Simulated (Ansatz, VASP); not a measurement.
PtSe2: VASP beside Ansatz

INCAR

```
SYSTEM = PtSe2
PREC = Accurate
ENCUT = 520
EDIFF = 1E-7
ISMEAR = -1
SIGMA = 0.05
LREAL = .FALSE.
LASPH = .TRUE.
NELM = 150
ALGO = Normal
ISIF = 2
LWAVE = .FALSE.
LCHARG = .TRUE.
LMAXMIX = 4
LDAU = .TRUE.
LDAUTYPE = 2
LDAUL = 2 -1
LDAUU = 8 0
LDAUJ = 0 0
LDAUPRINT = 1
GGA = CA
LELF = .TRUE.
LVHAR = .TRUE.
NBANDS = 18
```

KPOINTS

```
Automatic mesh
0
G
  8 8 5
  0 0 0
```

File POSCAR:

```
PtSe2
1.0
    3.7240000000      0.0000000000      0.0000000000
   -1.8620000000      3.2250786037      0.0000000000
    0.0000000000      0.0000000000      5.0620000000
Pt Se
1 2
Direct
    0.0000000000      0.0000000000      0.0000000000
    0.6666666667      0.3333333333      0.7500000000
    0.3333333333      0.6666666667      0.2500000000
```

input.yaml

```yaml
crystal:
  lattice:
    - [3.724, 0.0, 0.0]
    - [-1.862, 3.2250786037, 0.0]
    - [0.0, 0.0, 5.062]
  atoms:
    - { symbol: Pt, position: [0.0, 0.0, 0.0] }
    - { symbol: Se, position: [0.6666666667, 0.3333333333, 0.75] }
    - { symbol: Se, position: [0.3333333333, 0.6666666667, 0.25] }
hamiltonian:
  xc: lda
  pseudopotentials: { kind: paw }
  hubbard: { sites: [{ species: Pt, l: d, u_eff: 8.0 }] }
kpoints:
  mp_grid: { grid: [8, 8, 5] }
  band_path:
    path:
      - [[0.0, 0.0, 0.0], [0.5, 0.0, 0.0], [0.3333333333, 0.3333333333, 0.0], [0.0, 0.0, 0.0], [0.0, 0.0, 0.5], [0.5, 0.0, 0.5], [0.3333333333, 0.3333333333, 0.5], [0.0, 0.0, 0.5]]
      - [[0.5, 0.0, 0.5], [0.5, 0.0, 0.0]]
      - [[0.3333333333, 0.3333333333, 0.0], [0.3333333333, 0.3333333333, 0.5]]
    npoints: 14
scf:
  occupations: { method: fermi_dirac, width: 0.05 }
  n_extra_bands: 7
output:
  forces: true
  stress: true
  eigenvalues: true
  fatbands: true
```

Alike in both runs: functional LDA; k mesh 8 × 8 × 5; occupations fermi-dirac, width 0.05 eV; no spin polarisation; Hubbard terms Pt d U = 8.0 eV.

|  | VASP | Ansatz |
| --- | --- | --- |
| version | VASP 6.6.1 | Ansatz 0.2.0 |
| potentials or method | VASP PAW LDA potentials, release 64 (Pt, Se) | Ansatz PAW |
| plane-wave cutoff (eV) | 520 | 420 |
| valence electrons in the cell | 22 | 50 |
| task | single point | band structure |

|  | VASP | Ansatz | Ansatz less VASP |
| --- | --- | --- | --- |
| gap on the k mesh at the Fermi level (eV) | none | none | - |
| pressure (GPa) | -6.6 | 0.4 | +6.96 |
| traceless stress, the component that is largest in VASP (GPa) | 0.78 | -1.55 | -2.334 |
| rms of the force components (eV/Å) | 0.137 | 0.199 | +0.0621 |

LDA's correlation is that of Perdew and Zunger in VASP and of Perdew and Wang (1992) in Ansatz. The programs project onto different local orbitals, so the same U acts differently, and such runs can settle in different states. Atom by atom the forces differ by 0.336 eV/Å (rms over components). A gap of «none» marks a metal or a gap that the smearing closes. VASP's potentials hold 22 valence electrons a cell and Ansatz's 50, so a difference there can come from the potentials and not from the codes.

Neither program's run includes spin-orbit coupling.
